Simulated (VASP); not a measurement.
Runs of VASP 6.6.1 on BN. The structure is that of space group R3m (No. 160), or close to it. The cells are those of the table. 

```tsv
cell	gap on the mesh (eV)	pressure (GPa)	largest force (eV/Å)
a = 3.766 Å, angles 42.1°, 2 atoms	(b)	-38.1	-
a = 3.799 Å, angles 35.3°, 2 atoms	(d)	79.9	0.02
a = 3.432 Å, angles 39.3°, 2 atoms	4.57	90.6	0.01
a = 3.820 Å, angles 36.7°, 2 atoms	4.60	32.6	0.03
a = 3.622 Å, angles 42.2°, 2 atoms	3.98	-23.7	0.01
a = 3.720 Å, angles 39.4°, 2 atoms	4.30	-0.2	0.02
a = 3.647 Å, angles 43.6°, 2 atoms	3.72	-39.4	0.02
a = 3.455 Å, angles 40.8°, 2 atoms	(a)	(c)	0.01
```

Alike in all rows: task single point; level PBE+D3(BJ); potentials or basis VASP PAW PBE potentials, release 64 (B, N); no spin polarisation; k mesh 12 × 12 × 12; cutoff (eV) 520; smearing gaussian 0.05 eV.

Problem. Fill in the values left out.

Solution. (a) 4.36; (b) 3.83; (c) 37.6; (d) 4.59.

A k mesh can miss the band edges.
